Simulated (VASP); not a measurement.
# Ga2O3 (C2/m) in VASP: notebook

Runs on Ga2O3. Level: r2SCAN. Tasks: single point.

All numbers are computed with VASP 6.6.1; they aren't measurements. Logs are shortened: lines on timing, memory, paths and dates and some standing lists are left out, and cuts for length are marked.

**1. The cell of the first run**

It takes space group C2/m (No. 12, monoclinic). The conventional cell has a = 12.255 Å, b = 3.039 Å, c = 5.808 Å, α = 90.00°, β = 103.81°, γ = 90.00°. Ga (site symmetry m) has 4 O at 1.83 to 1.87 Å within 2.4 Å. Within 2.6 Å of Ga (site symmetry m) lie 6 O at 1.94 to 2.08 Å. Within 2.4 Å of O (site symmetry m) lie 3 Ga at 1.83 to 1.94 Å. O (site symmetry m) has 4 Ga at 1.87 to 2.08 Å within 2.5 Å. Within 2.4 Å of O (site symmetry m) lie 3 Ga at 1.84 to 1.94 Å.

**2. Single point, r2SCAN**

Contents of POSCAR:

```
Ga2O3
1.0
    6.1273401582     -1.5194410350      0.0025519069
    6.1273401582      1.5194410350      0.0025519069
   -1.3882525279      0.0000000000      5.6394591586
Ga O
4 6
Direct
    0.0905143210      0.0905143210      0.7947941736
    0.9094856790      0.9094856790      0.2052058264
    0.6587080352      0.6587080352      0.3144598333
    0.3412919648      0.3412919648      0.6855401667
    0.1641816305      0.1641816305      0.1091203605
    0.8358183695      0.8358183695      0.8908796395
    0.1733352540      0.1733352540      0.5635340189
    0.8266647460      0.8266647460      0.4364659811
    0.4962524051      0.4962524051      0.2562333464
    0.5037475949      0.5037475949      0.7437666536
```

Contents of INCAR.step1:

```
SYSTEM = Ga2O3
ALGO = Normal ; EDIFF = 1E-4
ENCUT = 520 ; GGA = PE
ISMEAR = 0 ; LASPH = .TRUE.
LCHARG = .FALSE. ; LREAL = .FALSE.
LWAVE = .TRUE. ; NBANDS = 55
NELM = 60 ; PREC = Accurate
SIGMA = 0.02
```

Contents of INCAR.step2:

```
SYSTEM = Ga2O3
ALGO = Normal ; EDIFF = 1E-6
ENCUT = 520 ; ISIF = 2
ISMEAR = 0 ; ISTART = 1
LASPH = .TRUE. ; LCHARG = .FALSE.
LMIXTAU = .TRUE. ; LREAL = .FALSE.
LWAVE = .FALSE. ; METAGGA = R2SCAN
NBANDS = 55 ; NELM = 60
PREC = Accurate ; SIGMA = 0.02
```

Contents of KPOINTS:

```
k-points
0
G
  8 8 4
  0 0 0
```

Potentials or basis: VASP PAW PBE potentials, release 64 (Ga_d, O).

Command:

```console
> cat potpaw_PBE.64/Ga_d/POTCAR potpaw_PBE.64/O/POTCAR > POTCAR
> cp INCAR.step1 INCAR
> mpirun -np 1 vasp_std > vasp.out
> cp INCAR.step2 INCAR
> mpirun -np 1 vasp_std > vasp.out
```

OUTCAR:

```text
SYSTEM = Ga2O3
   EDIFF = 1E-6
   ENCUT = 520
   ISIF = 2
   ISMEAR = 0
   ISTART = 1
   LASPH = .TRUE.
   LREAL = .FALSE.
   METAGGA = R2SCAN
   NELM = 60
   PREC = Accurate

 ion  position               nearest neighbor table
   1  0.091  0.091  0.795-   5 1.83  10 1.84  10 1.84   7 1.87
   2  0.909  0.909  0.205-   6 1.83   9 1.84   9 1.84   8 1.87
   3  0.659  0.659  0.314-   9 1.94   5 1.94   5 1.94   8 2.01   7 2.08   7 2.08
   4  0.341  0.341  0.686-  10 1.94   6 1.94   6 1.94   7 2.01   8 2.08   8 2.08
   5  0.164  0.164  0.109-   1 1.83   3 1.94   3 1.94
   6  0.836  0.836  0.891-   2 1.83   4 1.94   4 1.94
   7  0.173  0.173  0.564-   1 1.87   4 2.01   3 2.08   3 2.08
   8  0.827  0.827  0.436-   2 1.87   3 2.01   4 2.08   4 2.08
   9  0.496  0.496  0.256-   2 1.84   2 1.84   3 1.94
  10  0.504  0.504  0.744-   1 1.84   1 1.84   4 1.94

  LATTYP: Found a base centered monoclinic cell.
 ALAT       =    12.2546813792
 B/A-ratio  =     0.2479772404
 C/A-ratio  =     0.4739264424
 COS(beta)  =    -0.2386272780

  Lattice vectors:

 A1 = (   6.1273401582,  -1.5194410350,   0.0025519069)
 A2 = (   6.1273401582,   1.5194410350,   0.0025519069)
 A3 = (  -1.3882525279,   0.0000000000,   5.6394591586)

Analysis of symmetry for initial positions (statically):
=====================================================================
 Subroutine PRICEL returns:
 Original cell was already a primitive cell.

 Routine SETGRP: Setting up the symmetry group for a
 base centered monoclinic supercell.

 Subroutine GETGRP returns: Found  4 space group operations
 (whereof  4 operations were pure point group operations)
 out of a pool of  4 trial point group operations.

The static configuration has the point symmetry C_2h.

Analysis of symmetry for dynamics (positions and initial velocities):
=====================================================================
 Subroutine PRICEL returns:
 Original cell was already a primitive cell.

 Routine SETGRP: Setting up the symmetry group for a
 base centered monoclinic supercell.

 Subroutine GETGRP returns: Found  4 space group operations
 (whereof  4 operations were pure point group operations)
 out of a pool of  4 trial point group operations.

The dynamic configuration has the point symmetry C_2h.

 Subroutine INISYM returns: Found  4 space group operations
 (whereof  4 operations are pure point group operations),
 and found     1 'primitive' translations

----------------------------------------------------------------------------------------

                                     Primitive cell

  volume of cell :     105.0190

  direct lattice vectors                    reciprocal lattice vectors
     6.127340158 -1.519441035  0.002551907     0.081593111 -0.329068380  0.020085586
     6.127340158  1.519441035  0.002551907     0.081593111  0.329068380  0.020085586
    -1.388252528  0.000000000  5.639459159    -0.000073843  0.000000000  0.177303791

  length of vectors
     6.312923648  6.312923648  5.807817549     0.339627539  0.339627539  0.177303806

  position of ions in fractional coordinates (direct lattice)
     0.090514321  0.090514321  0.794794174
     0.909485679  0.909485679  0.205205826
     0.658708035  0.658708035  0.314459833
     0.341291965  0.341291965  0.685540167
     0.164181631  0.164181631  0.109120361
     0.835818369  0.835818369  0.890879639
     0.173335254  0.173335254  0.563534019
     0.826664746  0.826664746  0.436465981
     0.496252405  0.496252405  0.256233346
     0.503747595  0.503747595  0.743766654

  ion indices of the primitive-cell ions
   primitive index   ion index
                 1           1
                 2           2
                 3           3
                 4           4
                 5           5
                 6           6
                 7           7
                 8           8
                 9           9
                10          10

----------------------------------------------------------------------------------------

 KPOINTS: k-points

Automatic generation of k-mesh.
 Grid dimensions read from file:
 generate k-points for:    8    8    4

 Generating k-lattice:

  Cartesian coordinates                     Fractional coordinates (reciprocal lattice)
     0.010199139 -0.041133548  0.002510698     0.125000000 -0.000000000  0.000000000
     0.010199139  0.041133548  0.002510698    -0.000000000  0.125000000  0.000000000
    -0.000018461  0.000000000  0.044325948     0.000000000  0.000000000  0.250000000

  Length of vectors
     0.042453442  0.042453442  0.044325952

  Shift w.r.t. Gamma in fractional coordinates (k-lattice)
     0.000000000  0.000000000  0.000000000

 Subroutine IBZKPT returns following result:
 ===========================================

 Found     78 irreducible k-points:

 Following reciprocal coordinates:
            Coordinates               Weight
  0.000000  0.000000  0.000000      1.000000
  0.125000  0.000000  0.000000      4.000000
  0.250000  0.000000  0.000000      4.000000
  0.375000  0.000000  0.000000      4.000000
  0.500000  0.000000  0.000000      2.000000
  0.125000  0.125000  0.000000      2.000000
[... 16 lines left out ...]
  0.125000  0.000000  0.250000      4.000000
  0.250000 -0.000000  0.250000      4.000000
 [... further k-points ...]
   k-points           NKPTS =     78   k-points in BZ     NKDIM =     78   number of bands    NBANDS=     55
   number of dos      NEDOS =    301   number of ions     NIONS =     10
   total plane-waves  NPLWV = 110592
   dimension x,y,z NGX =    48 NGY =   48 NGZ =   48
   dimension x,y,z NGXF=    96 NGYF=   96 NGZF=   96
   ions per type =               4   6
   NGX,Y,Z   is equivalent  to a cutoff of  12.64, 12.64, 13.74 a.u.
   NGXF,Y,Z  is equivalent  to a cutoff of  25.28, 25.28, 27.48 a.u.
 SYSTEM =  Ga2O3
   PREC   = accura    normal or accurate (medium, high low for compatibility)
   ISTART =      1    job   : 0-new  1-cont  2-samecut
   ICHARG =      0    charge: 1-file 2-atom 10-const
   ISPIN  =      1    spin polarized calculation?
   LNONCOLLINEAR =      F non collinear calculations
   LSORBIT =      F    spin-orbit coupling
   LASPH  =      T    aspherical Exc in radial PAW
   ENCUT  =  520.0 eV  38.22 Ry    6.18 a.u.  11.74 11.74 10.80*2*pi/ulx,y,z
   NELM   =     60;   NELMIN=  2; NELMDL=  0     # of ELM steps
   EDIFF  = 0.1E-05   stopping-criterion for ELM
   LREAL  =      F    real-space projection
   EDIFFG = 0.1E-04   stopping-criterion for IOM
   NSW    =      0    number of steps for IOM
   IBRION =     -1    ionic relax: 0-MD 1-quasi-New 2-CG
   NFREE  =      0    steps in history (QN), initial steepest desc. (CG)
   ISIF   =      2    stress and relaxation
   ISYM   =      2    0-nonsym 1-usesym 2-fastsym
   POTIM  = 0.5000    time-step for ionic-motion
   TEBEG  =    0.0;   TEEND  =   0.0 temperature during run
   PSTRESS=    0.0 pullay stress
   NELECT =      88.0000    total number of electrons
   NUPDOWN=      -1.0000    fix difference up-down
   EMIN   =  10.00;   EMAX   =-10.00  energy-range for DOS
   EFERMI =   0.00;   METHOD = LEGACY
   ISMEAR =     0;   SIGMA  =   0.02  broadening in eV -4-tet -1-fermi 0-gaus
   EFERMI_NEDOS =   21; number of points for ismear=-14 and -15
   IALGO  =     38    algorithm
   IMIX   =      4    mixing-type and parameters
     AMIX     =   0.40;   BMIX     =  1.00
     AMIX_MAG =   1.60;   BMIX_MAG =  1.00
  volume/ion in A,a.u.               =      10.50        70.87
  Fermi-wavevector in a.u.,A,eV,Ry     =   1.543405  2.916612 32.410407  2.382098
  Thomas-Fermi vector in A             =   2.649072
   LORBIT       =      0    0 simple, 1 ext, 2 COOP (PROOUT), +10 PAW based schemes
   METAGGA = R2SCAN    functional components
   LHFCALC =     F    Hartree Fock is set to
   AEXX    =    0.0000 exact exchange contribution
   IVDW    =     0    specifies the selected vdW correction
   LEPSILON=     F    determine dielectric tensor
   LRPA    =     F    only Hartree local field effects (RPA)
 non-spin polarized calculation
 Gauss-broadening in eV      SIGMA  =   0.02
  energy-cutoff  :      520.00
  volume of cell :      105.02
 maximum number of plane-waves:      2850
   NGX = 23   NGY = 23   NGZ = 21

 number of electron      88.0000019 magnetization

 Free energy of the ion-electron system (eV)
  ---------------------------------------------------
  ext. energy  EPLUGINS =         0.00000000
  ---------------------------------------------------
  free energy    TOTEN  =      -102.44142128 eV

  energy without entropy =     -102.44142128  energy(sigma->0) =     -102.44142128

 E-fermi :   3.5846     XC(G=0): -12.5150

 val. band max:        3.3998273632   @ k =   0.5000   0.3750   0.5000
 cond. band min:       6.4149215028   @ k =   0.0000   0.0000   0.0000
 fundamental gap:      3.0150941396
 Fermi energy:         3.5846061727

 k-point     1 :       0.0000    0.0000    0.0000
  band No.  band energies     occupation
      1     -16.4246      2.00000
      2     -15.2737      2.00000
      3     -15.2567      2.00000
      4     -15.1315      2.00000
      5     -14.6872      2.00000
      6     -14.6616      2.00000
[... 47 lines left out ...]
     54      16.7197      0.00000
     55      17.0491      0.00000

 k-point     2 :       0.1250    0.0000    0.0000
  band No.  band energies     occupation
      1     -16.3065      2.00000
      2     -15.2609      2.00000
      3     -15.2273      2.00000
      4     -15.0555      2.00000
      5     -14.6857      2.00000
      6     -14.6591      2.00000
[... 47 lines left out ...]
     54      15.7852      0.00000
     55      15.9376      0.00000
[... 1216 lines left out ...]
     54      15.9857      0.00000
     55      16.4302      0.00000

 k-point    24 :       0.2500   -0.0000    0.2500
  band No.  band energies     occupation
      1     -15.8839      2.00000
      2     -15.3218      2.00000
      3     -15.1652      2.00000
      4     -14.9088      2.00000
      5     -14.7135      2.00000
      6     -14.6289      2.00000
[... 47 lines left out ...]
     54      15.0591      0.00000
     55      16.4196      0.00000

 [... further k-points ...]

------------------------ aborting loop because EDIFF is reached ----------------------------------------

  FORCE on cell =-STRESS in cart. coord.  units (eV):
  Direction    XX          YY          ZZ          XY          YZ          ZX
  --------------------------------------------------------------------------------------
  -------------------------------------------------------------------------------------
  Total        1.1325345      1.3634114      1.1780973      0.0000000      0.0000000      0.0320957
  in kB       17.2780300     20.8003050     17.9731383      0.0000000      0.0000000      0.4896543
  external PRESSURE =      18.6838244 kB  Pullay stress =       0.0000000 kB

 VOLUME and BASIS-vectors are now :
 -----------------------------------------------------------------------------
  energy-cutoff  :      520.00
  volume of cell :      105.02
      direct lattice vectors                 reciprocal lattice vectors
     6.127340158 -1.519441035  0.002551907     0.081593111 -0.329068380  0.020085586
     6.127340158  1.519441035  0.002551907     0.081593111  0.329068380  0.020085586
    -1.388252528  0.000000000  5.639459159    -0.000073843  0.000000000  0.177303791

 POSITION                                       TOTAL-FORCE (eV/Angst)
 -----------------------------------------------------------------------------------
      0.00585      0.00000      4.48267         0.022391      0.000000     -0.005799
     10.86058      0.00000      1.16189        -0.022391      0.000000      0.005799
      7.63571      0.00000      1.77675        -0.012089      0.000000      0.051239
      3.23072      0.00000      3.86782         0.012089      0.000000     -0.051239
      1.86051      0.00000      0.61622         0.065124      0.000000      0.041749
      9.00592      0.00000      5.02835        -0.065124      0.000000     -0.041749
      1.34184      0.00000      3.17891         0.033565      0.000000     -0.055961
      9.52459      0.00000      2.46565        -0.033565      0.000000      0.055961
      5.72570      0.00000      1.44755         0.087076      0.000000      0.031636
      5.14073      0.00000      4.19701        -0.087076      0.000000     -0.031636
 -----------------------------------------------------------------------------------
    total drift:                                0.000000     -0.000000      0.000000

  FREE ENERGIE OF THE ION-ELECTRON SYSTEM (eV)
  ---------------------------------------------------
  free  energy   TOTEN  =      -102.4414212787 eV

  energy  without entropy=     -102.4414212787  energy(sigma->0) =     -102.44142128
```

Wall time 61 min (1 thread of Oxide Virtual Turin-like, shared host); peak memory 0.53 GiB.

What came out:

```
Free energy            : -102.4414 eV
Pressure               : 1.9 GPa
Largest force          : 0.093 eV/Å
Band gap on the k mesh : 3.02 eV (least direct gap 3.04 eV)
```

Forces in eV/Å, atoms in the order of the input:
```
Ga   0.022  0.000 -0.006
Ga  -0.022  0.000  0.006
Ga  -0.012  0.000  0.051
Ga   0.012  0.000 -0.051
O    0.065  0.000  0.042
O   -0.065  0.000 -0.042
O    0.034  0.000 -0.056
O   -0.034  0.000  0.056
O    0.087  0.000  0.032
O   -0.087  0.000 -0.032
```

Caveat: the PAW data sets were made with another functional, which shifts forces and pressure a little. A k mesh can miss the band edges.

**3. Single point, r2SCAN**

This run uses another cell than the first one, of 10.44 Å³/atom.

Contents of POSCAR:

```
Ga2O3
1.0
    6.1070000000     -1.5185500000      0.0000000000
    6.1070000000      1.5185500000      0.0000000000
   -1.3859889000      0.0000000000      5.6300087400
Ga O
4 6
Direct
    0.0905000000      0.0905000000      0.7946000000
    0.9095000000      0.9095000000      0.2054000000
    0.6586600000      0.6586600000      0.3140200000
    0.3413400000      0.3413400000      0.6859800000
    0.1645000000      0.1645000000      0.1098000000
    0.8355000000      0.8355000000      0.8902000000
    0.1733000000      0.1733000000      0.5632000000
    0.8267000000      0.8267000000      0.4368000000
    0.4959000000      0.4959000000      0.2566000000
    0.5041000000      0.5041000000      0.7434000000
```

Contents of INCAR.step1:

```
SYSTEM = Ga2O3
PREC = Accurate ; ENCUT = 520
ISMEAR = 0 ; SIGMA = 0.1
LREAL = .False. ; LASPH = .True.
NELM = 80 ; NBANDS = 55
GGA = PE ; ALGO = Normal
EDIFF = 1E-4 ; LWAVE = .True.
LCHARG = .False.
```

Contents of INCAR.step2:

```
SYSTEM = Ga2O3
PREC = Accurate ; ENCUT = 520
EDIFF = 1E-7 ; ISMEAR = 0
SIGMA = 0.1 ; LREAL = .False.
LASPH = .True. ; NELM = 80
ALGO = Normal ; ISIF = 2
LWAVE = .False. ; LCHARG = .True.
METAGGA = R2SCAN ; LMIXTAU = .True.
LELF = .True. ; LVHAR = .True.
NBANDS = 55 ; ISTART = 1
```

Contents of KPOINTS:

```
Automatic mesh
0
Gamma
  6 6 4
  0 0 0
```

Potentials or basis: VASP PAW PBE potentials, release 64 (Ga_d, O).

Command:

```console
> cat potpaw_PBE.64/Ga_d/POTCAR potpaw_PBE.64/O/POTCAR > POTCAR
> cp INCAR.step1 INCAR
> mpirun -np 1 vasp_std > vasp.out
> cp INCAR.step2 INCAR
> mpirun -np 1 vasp_std > vasp.out
```

OUTCAR:

```text
SYSTEM = Ga2O3
   PREC = Accurate
   ENCUT = 520
   EDIFF = 1E-7
   ISMEAR = 0
   LREAL = .False.
   LASPH = .True.
   NELM = 80
   ISIF = 2
   METAGGA = R2SCAN
   ISTART = 1

 ion  position               nearest neighbor table
   1  0.090  0.090  0.795-  10 1.83  10 1.83   5 1.83   7 1.86
   2  0.910  0.910  0.205-   9 1.83   9 1.83   6 1.83   8 1.86
   3  0.659  0.659  0.314-   9 1.94   5 1.94   5 1.94   8 2.01   7 2.07   7 2.07
   4  0.341  0.341  0.686-  10 1.94   6 1.94   6 1.94   7 2.01   8 2.07   8 2.07
   5  0.164  0.164  0.110-   1 1.83   3 1.94   3 1.94
   6  0.836  0.836  0.890-   2 1.83   4 1.94   4 1.94
[... 1616 lines left out ...]
  external PRESSURE =      31.2478184 kB  Pullay stress =       0.0000000 kB

 VOLUME and BASIS-vectors are now :
 -----------------------------------------------------------------------------
  energy-cutoff  :      520.00
  volume of cell :      104.42
      direct lattice vectors                 reciprocal lattice vectors
     6.107000000 -1.518550000  0.000000000     0.081873260 -0.329261467  0.020155462
     6.107000000  1.518550000  0.000000000     0.081873260  0.329261467  0.020155462
    -1.385988900  0.000000000  5.630008740     0.000000000  0.000000000  0.177619618

 POSITION                                       TOTAL-FORCE (eV/Angst)
 -----------------------------------------------------------------------------------
      0.00406      0.00000      4.47360         0.116981      0.000000      0.048202
     10.82395      0.00000      1.15640        -0.116981      0.000000     -0.048202
      7.60965      0.00000      1.76794         0.003159      0.000000      0.121108
      3.21837      0.00000      3.86207        -0.003159      0.000000     -0.121108
      1.85702      0.00000      0.61817         0.055871      0.000000     -0.080027
      8.97099      0.00000      5.01183        -0.055871      0.000000      0.080027
      1.33610      0.00000      3.17082         0.003949      0.000000     -0.053332
      9.49191      0.00000      2.45919        -0.003949      0.000000      0.053332
      5.70128      0.00000      1.44466         0.178733      0.000000      0.017744
      5.12673      0.00000      4.18535        -0.178733      0.000000     -0.017744
 -----------------------------------------------------------------------------------
    total drift:                                0.000000      0.000000      0.000000

  FREE ENERGIE OF THE ION-ELECTRON SYSTEM (eV)
  ---------------------------------------------------
  free  energy   TOTEN  =      -102.4298826837 eV

  energy  without entropy=     -102.4298826837  energy(sigma->0) =     -102.42988268
```

It took 47 min on 1 thread of Oxide Virtual Turin-like, shared host; peak memory 0.45 GiB.

What came out:

- Free energy: -102.4299 eV
- Pressure: 3.1 GPa
- Largest force: 0.180 eV/Å
- Band gap on the k mesh: 3.08 eV (least direct gap 3.10 eV)

Forces in eV/Å, atoms in the order of the input:
```
Ga   0.117  0.000  0.048
Ga  -0.117  0.000 -0.048
Ga   0.003  0.000  0.121
Ga  -0.003  0.000 -0.121
O    0.056  0.000 -0.080
O   -0.056  0.000  0.080
O    0.004  0.000 -0.053
O   -0.004  0.000  0.053
O    0.179  0.000  0.018
O   -0.179  0.000 -0.018
```

Caveat: the cell stands under pressure; the PAW data sets were made with another functional, which shifts forces and pressure a little.
